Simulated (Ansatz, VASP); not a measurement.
## KI in VASP and in Ansatz

```
CELL_PARAMETERS angstrom
0.00000 3.48503 3.48503
3.48503 0.00000 3.48503
3.48503 3.48503 0.00000
ATOMIC_POSITIONS crystal
I 0.50000 0.50000 0.50000
K 0.00000 0.00000 0.00000
```

Change from the starting cell: volume scaled by 0.96.

Alike in both runs: task single point; functional PBEsol; k mesh 7 × 7 × 7; occupations fermi-dirac, width 0.05 eV; no spin polarisation.

|  | VASP | Ansatz |
| --- | --- | --- |
| version | VASP 6.6.1 | Ansatz 0.2.0 |
| potentials or method | VASP PAW PBE potentials, release 64 (I, K_sv), cutoff 520 eV | all-electron LAPW, scalar-relativistic |

```csv
,VASP,Ansatz,Ansatz less VASP
gap on the k mesh at the Fermi level (eV),3.90,3.91,+0.005
least direct gap on the mesh (eV),3.90,3.91,+0.005
pressure (GPa),0.2,0.2,-0.04
```

VASP's potentials were made for PBE, not for PBEsol. Ansatz ran all-electron here, and VASP with PAW potentials.

Neither program's run includes spin-orbit coupling.
